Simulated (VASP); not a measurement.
# TlNiF3 (Pm-3m) in VASP: single point with LDA

Aim: the single point of TlNiF3 with LDA.

Program: VASP 6.6.1. These are calculated values, not measurements. Logs are shortened: lines on timing, memory, paths and dates and some standing lists are left out, and cuts for length are marked.

## Step 1: The cell of the first run

The structure is cubic, space group Pm-3m (No. 221). The conventional cell has a = 3.984 Å, b = 3.984 Å, c = 3.984 Å, α = 90.00°, β = 90.00°, γ = 90.00°. Tl (site symmetry m-3m) has 12 F at 2.82 Å and 8 Ni at 3.45 Å within 3.7 Å. Within 2.6 Å of Ni (site symmetry m-3m) lie 6 F at 1.99 Å. F (site symmetry 4/mmm) has 2 Ni at 1.99 Å within 2.6 Å.

## Step 2: Single point, LDA, collinear spin, ferromagnetic start

Input file INCAR:

```
PREC = Accurate
ENCUT = 520
EDIFF = 1E-6
ISMEAR = 0
SIGMA = 0.05
LREAL = False
LASPH = True
NELM = 150
ALGO = Normal
ISIF = 2
LWAVE = False
LCHARG = False
ISPIN = 2
MAGMOM = 0 1.5 0 0 0
LORBIT = 11
LMAXMIX = 4
GGA = CA
NBANDS = 34
```

Input file KPOINTS:

```
regular mesh
0
Gamma
  4 4 4
```

Input file POSCAR:

```
TlNiF3
1.0
    3.9843224791      0.0000000000      0.0000000000
    0.0000000000      3.9843224791      0.0000000000
    0.0000000000      0.0000000000      3.9843224791
Tl Ni F
1 1 3
Direct
    0.5000000000      0.5000000000      0.5000000000
    0.0000000000      0.0000000000      0.0000000000
    0.5000000000      0.0000000000      0.0000000000
    0.0000000000      0.5000000000      0.0000000000
    0.0000000000      0.0000000000      0.5000000000
```

Potentials or basis: VASP PAW LDA potentials, release 64 (Tl_d, Ni, F).

Command:

```bash
> cat potpaw_LDA.64/Tl_d/POTCAR potpaw_LDA.64/Ni/POTCAR potpaw_LDA.64/F/POTCAR > POTCAR
> mpirun -np 1 vasp_std > vasp.out
```

OUTCAR:

```text
PREC = Accurate
   ENCUT = 520
   EDIFF = 1E-6
   ISMEAR = 0
   LREAL = False
   LASPH = True
   NELM = 150
   ISIF = 2
   ISPIN = 2
   LORBIT = 11
   GGA = CA

 ion  position               nearest neighbor table
   1  0.500  0.500  0.500-   3 2.82   4 2.82   5 2.82   3 2.82   4 2.82   3 2.82   5 2.82   3 2.82
                             4 2.82   5 2.82   4 2.82   5 2.82   2 3.45   2 3.45   2 3.45   2 3.45
   2  0.000  0.000  0.000-   3 1.99   4 1.99   5 1.99   5 1.99   4 1.99   3 1.99   1 3.45   1 3.45
                             1 3.45   1 3.45   1 3.45   1 3.45   1 3.45   1 3.45
   3  0.500  0.000  0.000-   2 1.99   2 1.99   1 2.82   1 2.82   1 2.82   1 2.82
   4  0.000  0.500  0.000-   2 1.99   2 1.99   1 2.82   1 2.82   1 2.82   1 2.82
   5  0.000  0.000  0.500-   2 1.99   2 1.99   1 2.82   1 2.82   1 2.82   1 2.82

  LATTYP: Found a simple cubic cell.
 ALAT       =     3.9843224791

  Lattice vectors:

 A1 = (   3.9843224791,   0.0000000000,   0.0000000000)
 A2 = (   0.0000000000,   3.9843224791,   0.0000000000)
 A3 = (   0.0000000000,   0.0000000000,   3.9843224791)

Analysis of symmetry for initial positions (statically):
=====================================================================
 Subroutine PRICEL returns:
 Original cell was already a primitive cell.

 Routine SETGRP: Setting up the symmetry group for a
 simple cubic supercell.

 Subroutine GETGRP returns: Found 48 space group operations
 (whereof 48 operations were pure point group operations)
 out of a pool of 48 trial point group operations.

The static configuration has the point symmetry O_h .

Analysis of symmetry for dynamics (positions and initial velocities):
=====================================================================
 Subroutine PRICEL returns:
 Original cell was already a primitive cell.

 Routine SETGRP: Setting up the symmetry group for a
 simple cubic supercell.

 Subroutine GETGRP returns: Found 48 space group operations
 (whereof 48 operations were pure point group operations)
 out of a pool of 48 trial point group operations.

The dynamic configuration has the point symmetry O_h .

Analysis of structural, dynamic, and magnetic symmetry:
=====================================================================
 Subroutine PRICEL returns:
 Original cell was already a primitive cell.

 Routine SETGRP: Setting up the symmetry group for a
 simple cubic supercell.

 Subroutine GETGRP returns: Found 48 space group operations
 (whereof 48 operations were pure point group operations)
 out of a pool of 48 trial point group operations.

The overall configuration has the point symmetry O_h .

 Subroutine INISYM returns: Found 48 space group operations
 (whereof 48 operations are pure point group operations),
 and found     1 'primitive' translations

----------------------------------------------------------------------------------------

                                     Primitive cell

  volume of cell :      63.2504

  direct lattice vectors                    reciprocal lattice vectors
     3.984322479  0.000000000  0.000000000     0.250983701  0.000000000  0.000000000
     0.000000000  3.984322479  0.000000000     0.000000000  0.250983701  0.000000000
     0.000000000  0.000000000  3.984322479     0.000000000  0.000000000  0.250983701

  length of vectors
     3.984322479  3.984322479  3.984322479     0.250983701  0.250983701  0.250983701

  position of ions in fractional coordinates (direct lattice)
     0.500000000  0.500000000  0.500000000
     0.000000000  0.000000000  0.000000000
     0.500000000  0.000000000  0.000000000
     0.000000000  0.500000000  0.000000000
     0.000000000  0.000000000  0.500000000

  ion indices of the primitive-cell ions
   primitive index   ion index
                 1           1
                 2           2
                 3           3
                 4           4
                 5           5

----------------------------------------------------------------------------------------

 KPOINTS: regular mesh

Automatic generation of k-mesh.
[... 25 lines left out ...]
  0.500000  0.000000  0.000000      3.000000
  0.250000  0.250000  0.000000     12.000000
  0.500000  0.250000  0.000000     12.000000
  0.500000  0.500000  0.000000      3.000000
  0.250000  0.250000  0.250000      8.000000
  0.500000  0.250000  0.250000     12.000000
  0.500000  0.500000  0.250000      6.000000
  0.500000  0.500000  0.500000      1.000000
   k-points           NKPTS =     10   k-points in BZ     NKDIM =     10   number of bands    NBANDS=     34
   number of dos      NEDOS =    301   number of ions     NIONS =      5
   total plane-waves  NPLWV =  27000
   dimension x,y,z NGX =    30 NGY =   30 NGZ =   30
   dimension x,y,z NGXF=    60 NGYF=   60 NGZF=   60
   ions per type =               1   1   3
   NGX,Y,Z   is equivalent  to a cutoff of  12.52, 12.52, 12.52 a.u.
   NGXF,Y,Z  is equivalent  to a cutoff of  25.04, 25.04, 25.04 a.u.
 SYSTEM =  unknown system
   PREC   = accura    normal or accurate (medium, high low for compatibility)
   ISTART =      0    job   : 0-new  1-cont  2-samecut
   ICHARG =      2    charge: 1-file 2-atom 10-const
   ISPIN  =      2    spin polarized calculation?
   LNONCOLLINEAR =      F non collinear calculations
   LSORBIT =      F    spin-orbit coupling
   LASPH  =      T    aspherical Exc in radial PAW
   ENCUT  =  520.0 eV  38.22 Ry    6.18 a.u.   7.41  7.41  7.41*2*pi/ulx,y,z
   NELM   =    150;   NELMIN=  2; NELMDL= -5     # of ELM steps
   EDIFF  = 0.1E-05   stopping-criterion for ELM
   LREAL  =      F    real-space projection
   EDIFFG = 0.1E-04   stopping-criterion for IOM
   NSW    =      0    number of steps for IOM
   IBRION =     -1    ionic relax: 0-MD 1-quasi-New 2-CG
   NFREE  =      0    steps in history (QN), initial steepest desc. (CG)
   ISIF   =      2    stress and relaxation
   ISYM   =      2    0-nonsym 1-usesym 2-fastsym
   POTIM  = 0.5000    time-step for ionic-motion
   TEBEG  =    0.0;   TEEND  =   0.0 temperature during run
   PSTRESS=    0.0 pullay stress
   NELECT =      44.0000    total number of electrons
   NUPDOWN=      -1.0000    fix difference up-down
   EMIN   =  10.00;   EMAX   =-10.00  energy-range for DOS
   EFERMI =   0.00;   METHOD = LEGACY
   ISMEAR =     0;   SIGMA  =   0.05  broadening in eV -4-tet -1-fermi 0-gaus
   EFERMI_NEDOS =   21; number of points for ismear=-14 and -15
   IALGO  =     38    algorithm
   IMIX   =      4    mixing-type and parameters
     AMIX     =   0.40;   BMIX     =  1.00
     AMIX_MAG =   1.60;   BMIX_MAG =  1.00
  volume/ion in A,a.u.               =      12.65        85.37
  Fermi-wavevector in a.u.,A,eV,Ry     =   1.450567  2.741175 28.628641  2.104146
  Thomas-Fermi vector in A             =   2.568165
   LORBIT       =     11    0 simple, 1 ext, 2 COOP (PROOUT), +10 PAW based schemes
   GGA     = CA    functional components
   LHFCALC =     F    Hartree Fock is set to
   AEXX    =    0.0000 exact exchange contribution
   IVDW    =     0    specifies the selected vdW correction
   LEPSILON=     F    determine dielectric tensor
   LRPA    =     F    only Hartree local field effects (RPA)
 spin polarized calculation
 Gauss-broadening in eV      SIGMA  =   0.05
  energy-cutoff  :      520.00
  volume of cell :       63.25
 maximum number of plane-waves:      1743
 NGX is ok and might be reduce to    30
   NGX = 15   NGY = 15   NGZ = 15

 number of electron      43.9999951 magnetization       1.6561870

 Free energy of the ion-electron system (eV)
  ---------------------------------------------------
  ext. energy  EPLUGINS =         0.00000000
  ---------------------------------------------------
  free energy    TOTEN  =       -24.54124351 eV

  energy without entropy =      -24.53976012  energy(sigma->0) =      -24.54050181

 E-fermi :   4.1481     XC(G=0): -11.5772

 val. band max:        4.1260509704   @ k =   0.5000   0.5000   0.0000
 cond. band min:       4.2044371915   @ k =   0.2500   0.2500   0.0000
 fundamental gap:      0.0783862211
 Fermi energy:         4.1480596235

 spin component 1

 k-point     1 :       0.0000    0.0000    0.0000
  band No.  band energies     occupation
      1     -19.0899      1.00000
      2     -18.3111      1.00000
      3     -18.3111      1.00000
      4      -5.2587      1.00000
      5      -5.2587      1.00000
      6      -5.1436      1.00000
[... 359 lines left out ...]
     33      24.0077      0.00000
     34      24.1940      0.00000
 Fermi energy:         4.1480596235

 spin component 2

 k-point     1 :       0.0000    0.0000    0.0000
  band No.  band energies     occupation
      1     -18.9614      1.00000
      2     -18.1729      1.00000
      3     -18.1729      1.00000
      4      -5.2582      1.00000
      5      -5.2582      1.00000
      6      -5.1432      1.00000
[... 359 lines left out ...]
     33      24.0124      0.00000
     34      24.3371      0.00000

------------------------ aborting loop because EDIFF is reached ----------------------------------------

  FORCE on cell =-STRESS in cart. coord.  units (eV):
  Direction    XX          YY          ZZ          XY          YZ          ZX
  --------------------------------------------------------------------------------------
  -------------------------------------------------------------------------------------
  Total       -0.0304017     -0.0304017     -0.0304017      0.0000000      0.0000000     -0.0000000
  in kB       -0.7700960     -0.7700960     -0.7700960      0.0000000      0.0000000     -0.0000000
  external PRESSURE =      -0.7700960 kB  Pullay stress =       0.0000000 kB

 VOLUME and BASIS-vectors are now :
 -----------------------------------------------------------------------------
  energy-cutoff  :      520.00
  volume of cell :       63.25
      direct lattice vectors                 reciprocal lattice vectors
     3.984322479  0.000000000  0.000000000     0.250983701  0.000000000  0.000000000
     0.000000000  3.984322479  0.000000000     0.000000000  0.250983701  0.000000000
     0.000000000  0.000000000  3.984322479     0.000000000  0.000000000  0.250983701

 POSITION                                       TOTAL-FORCE (eV/Angst)
 -----------------------------------------------------------------------------------
      1.99216      1.99216      1.99216         0.000000      0.000000      0.000000
      0.00000      0.00000      0.00000         0.000000      0.000000      0.000000
      1.99216      0.00000      0.00000         0.000000      0.000000      0.000000
      0.00000      1.99216      0.00000         0.000000      0.000000      0.000000
      0.00000      0.00000      1.99216         0.000000      0.000000      0.000000
 -----------------------------------------------------------------------------------
    total drift:                                0.000000     -0.000000      0.000000

  FREE ENERGIE OF THE ION-ELECTRON SYSTEM (eV)
  ---------------------------------------------------
  free  energy   TOTEN  =       -24.5412435084 eV

  energy  without entropy=      -24.5397601169  energy(sigma->0) =      -24.54050181

 total charge

# of ion       s       p       d       tot
------------------------------------------
    1        1.343   0.120   9.679  11.142
    2        0.301   0.400   8.220   8.921
    3        1.731   4.316   0.000   6.046
    4        1.731   4.316   0.000   6.046
    5        1.731   4.316   0.000   6.046
--------------------------------------------------
tot          6.836  13.467  17.899  38.202

 magnetization (x)

# of ion       s       p       d       tot
------------------------------------------
    1        0.002  -0.001  -0.000   0.000
    2        0.014   0.015   1.399   1.427
    3        0.006   0.062   0.000   0.068
    4        0.006   0.062   0.000   0.068
    5        0.006   0.062   0.000   0.068
--------------------------------------------------
tot          0.033   0.199   1.399   1.631
```

Wall time 25 s (1 thread of AMD EPYC 9R45 (Zen 5), shared host); peak memory 0.15 GiB.

What came out:

- Free energy: -24.5412 eV
- Pressure: -0.1 GPa
- Net moment: 1.66 μB per cell
- Site moments: Tl +0.00; Ni +1.43; F +0.07 μB
- Valence electrons inside the program's atomic spheres: Tl 11.14; Ni 8.92; F 6.05

Caveat: the k points lie up to 0.39 Å⁻¹ apart; spin-orbit coupling is left out, which moves the levels of the heavy elements; a cell with one magnetic atom can't hold antiferromagnetic order, which such compounds often take; semilocal functionals often make such compounds metallic where correlation or magnetic order opens a gap, which also shifts bond lengths. With open d or f shells a metallic result of LDA can be an artefact of self-interaction; +U or a hybrid may open a gap.
